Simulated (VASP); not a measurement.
# C (R3m) in VASP: a series of runs

The runs below take C through single point, with r2SCAN.

All numbers are computed with VASP 6.6.1; they aren't measurements. Logs are shortened: lines on timing, memory, paths and dates and some standing lists are left out, and cuts for length are marked.

## (1) The cell of the first run

The structure is trigonal, space group R3m (No. 160). Conventional cell: a = 5.035 Å, b = 5.035 Å, c = 6.167 Å, α = 90.00°, β = 90.00°, γ = 120.00°. C (site symmetry 3m) has 4 C at 1.42 to 1.59 Å within 1.9 Å. C (site symmetry m) has 4 C at 1.54 Å within 2.1 Å. Within 1.9 Å of C (site symmetry 3m) lie 4 C at 1.42 to 1.54 Å. Within 2.1 Å of C (site symmetry m) lie 4 C at 1.54 to 1.59 Å.

## (2) Single point, r2SCAN (atom 1 (C) moved +0.120 Å towards its neighbour atom 5 (C) at 1.542 Å)

Input file POSCAR:

```
C
1.0
    3.5602834153      0.0000000000      0.0000000000
    0.0000000000     -3.5602834153      0.0000000000
    0.0000000000      0.0000000000     -3.5602834153
C
8
Direct
    0.5194596958     -0.0194596958     -0.0194596958
    0.0000000000      0.5000000000      0.0000000000
    0.0000000000      0.0000000000      0.5000000000
    0.5000000000      0.5000000000      0.5000000000
    0.7500000000      0.7500000000      0.7500000000
    0.2500000000      0.2500000000      0.7500000000
    0.2500000000      0.7500000000      0.2500000000
    0.7500000000      0.2500000000      0.2500000000
```

Input file INCAR.step1:

```
SYSTEM = C
  PREC = Accurate
  ENCUT = 520
  ISMEAR = 0
  SIGMA = 0.05
  LREAL = .FALSE.
  LASPH = .TRUE.
  NELM = 60
  NBANDS = 26
  GGA = PE
  ALGO = Normal
  EDIFF = 1E-4
  LWAVE = .TRUE.
  LCHARG = .FALSE.
```

Input file INCAR.step2:

```
SYSTEM = C
  PREC = Accurate
  ENCUT = 520
  EDIFF = 1E-7
  ISMEAR = 0
  SIGMA = 0.05
  LREAL = .FALSE.
  LASPH = .TRUE.
  NELM = 60
  ALGO = Normal
  ISIF = 2
  LWAVE = .FALSE.
  LCHARG = .TRUE.
  METAGGA = R2SCAN
  LMIXTAU = .TRUE.
  LELF = .TRUE.
  LVHAR = .TRUE.
  NBANDS = 26
  ISTART = 1
```

Input file KPOINTS:

```
regular mesh
0
G
  6 6 6
  0 0 0
```

Potentials or basis: VASP PAW PBE potentials, release 64 (C).

Run with:

```
$ cat potpaw_PBE.64/C/POTCAR > POTCAR
$ cp INCAR.step1 INCAR
$ mpirun -np 1 vasp_std > vasp.out
$ cp INCAR.step2 INCAR
$ mpirun -np 1 vasp_std > vasp.out
```

OUTCAR:

```text
SYSTEM = C
   PREC = Accurate
   ENCUT = 520
   EDIFF = 1E-7
   ISMEAR = 0
   LREAL = .FALSE.
   LASPH = .TRUE.
   NELM = 60
   ISIF = 2
   METAGGA = R2SCAN
   ISTART = 1

 ion  position               nearest neighbor table
   1  0.519  0.981  0.981-   5 1.42   6 1.59   7 1.59   8 1.59
   2  0.000  0.500  0.000-   5 1.54   6 1.54   7 1.54   8 1.54
   3  0.000  0.000  0.500-   5 1.54   6 1.54   7 1.54   8 1.54
   4  0.500  0.500  0.500-   5 1.54   6 1.54   7 1.54   8 1.54
   5  0.750  0.750  0.750-   1 1.42   2 1.54   3 1.54   4 1.54
   6  0.250  0.250  0.750-   2 1.54   3 1.54   4 1.54   1 1.59
   7  0.250  0.750  0.250-   2 1.54   3 1.54   4 1.54   1 1.59
   8  0.750  0.250  0.250-   2 1.54   3 1.54   4 1.54   1 1.59

  LATTYP: Found a simple cubic cell.
 ALAT       =     3.5602834153

  Lattice vectors:

 A1 = (   3.5602834153,   0.0000000000,   0.0000000000)
 A2 = (   0.0000000000,  -3.5602834153,   0.0000000000)
 A3 = (   0.0000000000,   0.0000000000,  -3.5602834153)

Analysis of symmetry for initial positions (statically):
=====================================================================
 Subroutine PRICEL returns:
 Original cell was already a primitive cell.

 Routine SETGRP: Setting up the symmetry group for a
 simple cubic supercell.

 Subroutine GETGRP returns: Found  6 space group operations
 (whereof  2 operations were pure point group operations)
 out of a pool of 48 trial point group operations.

The static configuration has the point symmetry C_1h.
 The point group associated with its full space group is C_3v.

Analysis of symmetry for dynamics (positions and initial velocities):
=====================================================================
 Subroutine PRICEL returns:
 Original cell was already a primitive cell.

 Routine SETGRP: Setting up the symmetry group for a
 simple cubic supercell.

 Subroutine GETGRP returns: Found  6 space group operations
 (whereof  2 operations were pure point group operations)
 out of a pool of 48 trial point group operations.

The dynamic configuration has the point symmetry C_1h.
 The point group associated with its full space group is C_3v.

 Subroutine INISYM returns: Found  6 space group operations
 (whereof  2 operations are pure point group operations),
 and found     1 'primitive' translations

----------------------------------------------------------------------------------------

                                     Primitive cell

  volume of cell :      45.1288

  direct lattice vectors                    reciprocal lattice vectors
     3.560283415  0.000000000  0.000000000     0.280876516  0.000000000  0.000000000
     0.000000000 -3.560283415  0.000000000     0.000000000 -0.280876516  0.000000000
     0.000000000  0.000000000 -3.560283415     0.000000000  0.000000000 -0.280876516

  length of vectors
     3.560283415  3.560283415  3.560283415     0.280876516  0.280876516  0.280876516

  position of ions in fractional coordinates (direct lattice)
     0.519459696  0.980540304  0.980540304
     0.000000000  0.500000000  0.000000000
     0.000000000  0.000000000  0.500000000
     0.500000000  0.500000000  0.500000000
     0.750000000  0.750000000  0.750000000
     0.250000000  0.250000000  0.750000000
     0.250000000  0.750000000  0.250000000
     0.750000000  0.250000000  0.250000000

  ion indices of the primitive-cell ions
   primitive index   ion index
                 1           1
                 2           2
                 3           3
                 4           4
                 5           5
                 6           6
                 7           7
                 8           8

----------------------------------------------------------------------------------------

 KPOINTS: regular mesh

Automatic generation of k-mesh.
 Grid dimensions read from file:
 generate k-points for:    6    6    6

 Generating k-lattice:

  Cartesian coordinates                     Fractional coordinates (reciprocal lattice)
     0.046812753  0.000000000  0.000000000     0.166666667  0.000000000  0.000000000
     0.000000000 -0.046812753  0.000000000     0.000000000  0.166666667  0.000000000
     0.000000000  0.000000000 -0.046812753     0.000000000  0.000000000  0.166666667

  Length of vectors
     0.046812753  0.046812753  0.046812753

  Shift w.r.t. Gamma in fractional coordinates (k-lattice)
     0.000000000  0.000000000  0.000000000

 Subroutine IBZKPT returns following result:
 ===========================================

 Found     32 irreducible k-points:

 Following reciprocal coordinates:
            Coordinates               Weight
  0.000000  0.000000  0.000000      1.000000
  0.166667  0.000000  0.000000      6.000000
  0.333333  0.000000  0.000000      6.000000
  0.500000  0.000000  0.000000      3.000000
  0.166667  0.166667  0.000000      6.000000
  0.000000  0.166667  0.166667      6.000000
[... 16 lines left out ...]
 -0.333333  0.333333  0.166667      6.000000
  0.500000  0.333333  0.166667     12.000000
 [... further k-points ...]
   k-points           NKPTS =     32   k-points in BZ     NKDIM =     32   number of bands    NBANDS=     26
   number of dos      NEDOS =    301   number of ions     NIONS =      8
   total plane-waves  NPLWV =  21952
   dimension x,y,z NGX =    28 NGY =   28 NGZ =   28
   dimension x,y,z NGXF=    56 NGYF=   56 NGZF=   56
   ions per type =               8
   NGX,Y,Z   is equivalent  to a cutoff of  13.07, 13.07, 13.07 a.u.
   NGXF,Y,Z  is equivalent  to a cutoff of  26.15, 26.15, 26.15 a.u.
 SYSTEM =  C
   PREC   = accura    normal or accurate (medium, high low for compatibility)
   ISTART =      1    job   : 0-new  1-cont  2-samecut
   ICHARG =      0    charge: 1-file 2-atom 10-const
   ISPIN  =      1    spin polarized calculation?
   LNONCOLLINEAR =      F non collinear calculations
   LSORBIT =      F    spin-orbit coupling
   LASPH  =      T    aspherical Exc in radial PAW
   ENCUT  =  520.0 eV  38.22 Ry    6.18 a.u.   6.62  6.62  6.62*2*pi/ulx,y,z
   NELM   =     60;   NELMIN=  2; NELMDL=  0     # of ELM steps
   EDIFF  = 0.1E-06   stopping-criterion for ELM
   LREAL  =      F    real-space projection
   EDIFFG = 0.1E-05   stopping-criterion for IOM
   NSW    =      0    number of steps for IOM
   IBRION =     -1    ionic relax: 0-MD 1-quasi-New 2-CG
   NFREE  =      0    steps in history (QN), initial steepest desc. (CG)
   ISIF   =      2    stress and relaxation
   ISYM   =      2    0-nonsym 1-usesym 2-fastsym
   POTIM  = 0.5000    time-step for ionic-motion
   TEBEG  =    0.0;   TEEND  =   0.0 temperature during run
   PSTRESS=    0.0 pullay stress
   NELECT =      32.0000    total number of electrons
   NUPDOWN=      -1.0000    fix difference up-down
   EMIN   =  10.00;   EMAX   =-10.00  energy-range for DOS
   EFERMI =   0.00;   METHOD = LEGACY
   ISMEAR =     0;   SIGMA  =   0.05  broadening in eV -4-tet -1-fermi 0-gaus
   EFERMI_NEDOS =   21; number of points for ismear=-14 and -15
   IALGO  =     38    algorithm
   IMIX   =      4    mixing-type and parameters
     AMIX     =   0.40;   BMIX     =  1.00
     AMIX_MAG =   1.60;   BMIX_MAG =  1.00
  volume/ion in A,a.u.               =       5.64        38.07
  Fermi-wavevector in a.u.,A,eV,Ry     =   1.459846  2.758708 28.996044  2.131149
  Thomas-Fermi vector in A             =   2.576365
   LORBIT       =      0    0 simple, 1 ext, 2 COOP (PROOUT), +10 PAW based schemes
   METAGGA = R2SCAN    functional components
   LHFCALC =     F    Hartree Fock is set to
   AEXX    =    0.0000 exact exchange contribution
   IVDW    =     0    specifies the selected vdW correction
   LEPSILON=     F    determine dielectric tensor
   LRPA    =     F    only Hartree local field effects (RPA)
 non-spin polarized calculation
 Gauss-broadening in eV      SIGMA  =   0.05
  energy-cutoff  :      520.00
  volume of cell :       45.13
 maximum number of plane-waves:      1233
 NGX is ok and might be reduce to    28
   NGX = 13   NGY = 13   NGZ = 13

 number of electron      31.9999998 magnetization

 Free energy of the ion-electron system (eV)
  ---------------------------------------------------
  ext. energy  EPLUGINS =         0.00000000
  ---------------------------------------------------
  free energy    TOTEN  =       -78.25907327 eV

  energy without entropy =      -78.25907327  energy(sigma->0) =      -78.25907327

 E-fermi :  10.2989     XC(G=0): -14.2875

 val. band max:       10.0832330214   @ k =   0.0000   0.0000   0.0000
 cond. band min:      14.0546960700   @ k =   0.3333   0.0000   0.0000
 fundamental gap:      3.9714630486
 Fermi energy:        10.2988659133

 k-point     1 :       0.0000    0.0000    0.0000
  band No.  band energies     occupation
      1     -13.0041      2.00000
      2      -4.4992      2.00000
      3      -3.8977      2.00000
      4      -3.8977      2.00000
      5      -3.6612      2.00000
      6      -3.6612      2.00000
[... 18 lines left out ...]
     25      16.3948      0.00000
     26      23.5770      0.00000

 k-point     2 :       0.1667    0.0000    0.0000
  band No.  band energies     occupation
      1     -12.7362      2.00000
      2      -6.5373      2.00000
      3      -4.0698      2.00000
      4      -3.7297      2.00000
      5      -3.5009      2.00000
      6      -3.4668      2.00000
[... 18 lines left out ...]
     25      17.3331      0.00000
     26      23.7208      0.00000

 k-point     3 :       0.3333    0.0000    0.0000
  band No.  band energies     occupation
      1     -11.9383      2.00000
      2      -8.7864      2.00000
      3      -3.7162      2.00000
      4      -3.3232      2.00000
      5      -3.1164      2.00000
      6      -3.0914      2.00000
[... 18 lines left out ...]
     25      19.6436      0.00000
     26      22.9456      0.00000

 k-point     4 :       0.5000    0.0000    0.0000
  band No.  band energies     occupation
      1     -10.7668      2.00000
      2     -10.4508      2.00000
      3      -3.4943      2.00000
      4      -3.0630      2.00000
      5      -2.8736      2.00000
      6      -2.8597      2.00000
[... 18 lines left out ...]
     25      21.9551      0.00000
     26      22.0931      0.00000

 k-point     5 :       0.1667    0.1667    0.0000
  band No.  band energies     occupation
      1     -12.4691      2.00000
      2      -6.4984      2.00000
      3      -6.0859      2.00000
      4      -3.8903      2.00000
      5      -3.2630      2.00000
      6      -1.2074      2.00000
[... 18 lines left out ...]
     25      18.3744      0.00000
     26      23.9652      0.00000

 k-point     6 :       0.0000    0.1667    0.1667
  band No.  band energies     occupation
      1     -12.4696      2.00000
      2      -6.4028      2.00000
      3      -6.2242      2.00000
      4      -3.7109      2.00000
      5      -3.4436      2.00000
      6      -0.9180      2.00000
[... 427 lines left out ...]
 k-point    21 :       0.3333    0.3333    0.1667
  band No.  band energies     occupation
      1     -10.6318      2.00000
      2      -7.7787      2.00000
      3      -7.3896      2.00000
      4      -5.6300      2.00000
      5      -2.9194      2.00000
      6      -1.4066      2.00000
[... 18 lines left out ...]
     25      22.0864      0.00000
     26      22.6370      0.00000

 k-point    22 :       0.1667    0.3333    0.3333
  band No.  band energies     occupation
      1     -10.6328      2.00000
      2      -7.6929      2.00000
      3      -7.5237      2.00000
      4      -5.4519      2.00000
      5      -3.2951      2.00000
      6      -1.0730      2.00000
[... 18 lines left out ...]
     25      22.4277      0.00000
     26      22.5155      0.00000

 k-point    23 :      -0.3333    0.3333    0.1667
  band No.  band energies     occupation
      1     -10.6322      2.00000
      2      -7.6809      2.00000
      3      -7.5287      2.00000
      4      -5.6202      2.00000
      5      -2.9083      2.00000
      6      -1.0134      2.00000
[... 18 lines left out ...]
     25      22.0341      0.00000
     26      22.6494      0.00000

 k-point    24 :       0.5000    0.3333    0.1667
  band No.  band energies     occupation
      1      -9.5079      2.00000
      2      -9.1736      2.00000
      3      -6.6813      2.00000
      4      -6.3937      2.00000
      5      -2.5622      2.00000
      6      -2.3116      2.00000
[... 18 lines left out ...]
     25      21.1007      0.00000
     26      21.1788      0.00000

 [... further k-points ...]
[... 5 lines left out ...]
  --------------------------------------------------------------------------------------
  -------------------------------------------------------------------------------------
  Total        0.8224553      0.8224553      0.8224553      0.4859288      0.4859288      0.4859288
  in kB       29.1990818     29.1990818     29.1990818     17.2516059     17.2516059     17.2516059
  external PRESSURE =      29.1990818 kB  Pullay stress =       0.0000000 kB

 VOLUME and BASIS-vectors are now :
 -----------------------------------------------------------------------------
  energy-cutoff  :      520.00
  volume of cell :       45.13
      direct lattice vectors                 reciprocal lattice vectors
     3.560283415  0.000000000  0.000000000     0.280876516  0.000000000  0.000000000
     0.000000000 -3.560283415  0.000000000     0.000000000 -0.280876516  0.000000000
     0.000000000  0.000000000 -3.560283415     0.000000000  0.000000000 -0.280876516

 POSITION                                       TOTAL-FORCE (eV/Angst)
 -----------------------------------------------------------------------------------
      1.84942     -3.49100     -3.49100        -3.747588     -3.747588     -3.747588
      0.00000     -1.78014      0.00000         0.464189      0.464189     -0.439533
      0.00000      0.00000     -1.78014         0.464189     -0.439533      0.464189
      1.78014     -1.78014     -1.78014        -0.439533      0.464189      0.464189
      2.67021     -2.67021     -2.67021         1.646892      1.646892      1.646892
      0.89007     -0.89007     -2.67021         0.644503      0.644503      0.322846
      0.89007     -2.67021     -0.89007         0.644503      0.322846      0.644503
      2.67021     -0.89007     -0.89007         0.322846      0.644503      0.644503
 -----------------------------------------------------------------------------------
    total drift:                                0.000033      0.000033      0.000033

  FREE ENERGIE OF THE ION-ELECTRON SYSTEM (eV)
  ---------------------------------------------------
  free  energy   TOTEN  =       -78.2590732669 eV

  energy  without entropy=      -78.2590732669  energy(sigma->0) =      -78.25907327
```

It took 2.1 min on 1 thread of Intel Xeon Platinum 8259CL at 2.50GHz (Skylake/Cascade Lake), shared host; peak memory 0.17 GiB.

Results:

```yaml
Free_energy: -78.2591 eV
Pressure: 2.9 GPa
Largest_force: 6.491 eV/Å
Band_gap_on_the_k_mesh: 3.97 eV
```

Forces in eV/Å, atoms in the order of the input:
```
C   -3.748 -3.748 -3.748
C    0.464  0.464 -0.440
C    0.464 -0.440  0.464
C   -0.440  0.464  0.464
C    1.647  1.647  1.647
C    0.645  0.645  0.323
C    0.645  0.323  0.645
C    0.323  0.645  0.645
```

Levels at points of the mesh, in eV from the valence-band top:
```
           k point  band 13  band 14  band 15  band 16  band 17  band 18  band 19  band 20
(0.00, 0.00, 0.00)    -6.81    -0.82     0.00     0.00     4.19     4.19     4.67     4.76
(0.50, 0.00, 0.00)    -4.81    -4.62    -4.54    -4.33     4.16     4.44    10.11    10.34
(0.50, 0.50, 0.00)    -3.77    -3.65    -3.51    -3.02     7.38     8.05     8.07     8.26
(0.50, 0.50, 0.50)    -3.29    -3.26    -2.72    -2.72     7.59     7.59     8.45     8.58
```

Caveat: the cell differs from its parent crystal (atom 1 (C) moved +0.120 Å towards its neighbour atom 5 (C) at 1.542 Å); the PAW data sets were made with another functional, which shifts forces and pressure a little.

[end of part 1 of 2]
